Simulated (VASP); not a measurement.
Here is a VASP 6.6.1 calculation.

The input POSCAR:

```
MgO
1.0
    0.0000000000      2.1351500000      2.1351500000
    2.1351500000      0.0000000000      2.1351500000
    2.1351500000      2.1351500000      0.0000000000
Mg O
1 1
Direct
    0.0000000000      0.0000000000      0.0000000000
    0.4795096363      0.4795096363      0.5204903637
```

The input INCAR.step1:

```
  PREC = Accurate
  ENCUT = 520
  ISMEAR = 0
  SIGMA = 0.05
  LREAL = False
  LASPH = True
  NELM = 60
  NBANDS = 11
  GGA = PE
  ALGO = Normal
  EDIFF = 1E-4
  LWAVE = True
  LCHARG = False
```

INCAR.step2

```
  PREC = Accurate
  ENCUT = 520
  EDIFF = 1E-7
  ISMEAR = 0
  SIGMA = 0.05
  LREAL = False
  LASPH = True
  NELM = 60
  ALGO = Normal
  ISIF = 2
  LWAVE = False
  LCHARG = False
  METAGGA = R2SCAN
  LMIXTAU = True
  NBANDS = 11
  ISTART = 1
```

File KPOINTS:

```
Automatic mesh
0
Gamma
  10 10 10
```

Potentials or basis: VASP PAW PBE potentials, release 64 (Mg, O).

The run is started by

```sh
$ cat potpaw_PBE.64/Mg/POTCAR potpaw_PBE.64/O/POTCAR > POTCAR
$ cp INCAR.step1 INCAR
$ mpirun -np 1 vasp_std > vasp.out
$ cp INCAR.step2 INCAR
$ mpirun -np 1 vasp_std > vasp.out
```

(1) Predict the largest force.

(2) Estimate the pressure.

(3) What does it give for the band gap on the k mesh?

## Answers

(1) 0.415 eV/Å.

(2) -7.5 GPa.

(3) 5.20 eV, direct.

Caveat: the cell differs from its parent crystal (all O atoms moved +0.087 Å, as atom 2 towards its neighbour atom 1 (Mg) at 2.135 Å); the PAW data sets were made with another functional, which shifts forces and pressure a little.
